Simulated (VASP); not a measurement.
A run of VASP 6.6.1 is set up as follows.

The input INCAR:

```
PREC = Accurate
ENCUT = 520
EDIFF = 1E-6
ISMEAR = -1
SIGMA = 0.05
LREAL = False
LASPH = True
NELM = 80
ALGO = Normal
ISIF = 2
LWAVE = False
LCHARG = False
GGA = PE
NBANDS = 33
```

The input KPOINTS:

```
regular mesh
0
Gamma
  7 7 3
```

File POSCAR:

```
ZnSn2N2
1.0
    3.3523260000      0.0000000000      0.0000000000
    0.0000000000      3.3523260000      0.0000000000
    0.0000000000      0.0000000000      8.1448510900
Sn Zn N
2 1 2
Direct
    0.5000000000      0.5000000000      0.3032724382
    0.5000000000      0.5000000000      0.6967275618
    0.0000000000      0.0000000000      0.0000000000
    0.0000000000      0.5000000000      0.8556167326
    0.5000000000      0.0000000000      0.1443832674
```

Potentials or basis: VASP PAW PBE potentials, release 64 (Sn_d, Zn, N).

Command:

```bash
$ cat potpaw_PBE.64/Sn_d/POTCAR potpaw_PBE.64/Zn/POTCAR potpaw_PBE.64/N/POTCAR > POTCAR
$ mpirun -np 1 vasp_std > vasp.out
```

Problem. What does it give for the largest force?

Solution. 0.024 eV/Å.

Problem. Estimate the band gap on the k mesh.

Solution. Zero (bands 25 and 26 overlap by 1.11 eV).

Problem. Predict the pressure.

Solution. -0.5 GPa.

Stress tensor (GPa, compression positive):
```
-0.31  0.00  0.00
 0.00 -0.31  0.00
 0.00  0.00 -1.02
```

Caveat: spin-orbit coupling is left out, which moves the levels of the heavy elements.
